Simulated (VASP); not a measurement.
Wanted: the native input for a VASP 6.6.1 run.

```
Task                   : electric field gradients
Functional             : PBE
Potentials or basis    : VASP PAW PBE potentials, release 64 (Te)
Cutoff                 : 520 eV
k mesh                 : 9 × 9 × 6
Occupations            : fermi-dirac, width 0.05 eV
Spin                   : no spin polarisation
Dipole correction      : no
Further INCAR settings : ALGO = Normal; EDIFF = 1e-08; NBANDS = 16
```

The structure of Te lies in POSCAR:

```
Te
1.0
    4.6013525159      0.0000000000      0.0000000000
   -2.3006762580      3.9848881706      0.0000000000
    0.0000000000      0.0000000000      5.9000620010
Te
3
Direct
    0.2566971700      0.0000000000      0.3333333333
    0.0000000000      0.2566971700      0.6666666667
    0.7433028300      0.7433028300      0.0000000000
```

These files were run (other wordings do the same):

INCAR

```
  ALGO = Normal
  EDIFF = 1E-8
  ENCUT = 520
  GGA = PE
  ISIF = 2
  ISMEAR = -1
  LASPH = T
  LCHARG = F
  LEFG = T
  LREAL = F
  LWAVE = F
  NBANDS = 16
  NELM = 100
  PREC = Accurate
  SIGMA = 0.05
```

KPOINTS

```
k-points
0
Gamma
  9 9 6
```

Potentials or basis: VASP PAW PBE potentials, release 64 (Te).

Command:

```console
$ cat potpaw_PBE.64/Te/POTCAR > POTCAR
$ mpirun -np 1 vasp_std > vasp.out
```

It gave:

```yaml
Pressure: 0.6 GPa
Largest_force: 0.218 eV/Å
Band_gap_on_the_k_mesh: 0.35 eV, direct
```

Caveat: without QUAD_EFG the Cq values of the log hold for a quadrupole moment of 1 mb, not for the nuclei; spin-orbit coupling is left out, which moves the levels of the heavy elements.

It took 3.6 min on 1 thread of AMD EPYC 7571, with other jobs on the host, peak memory 0.24 GiB.
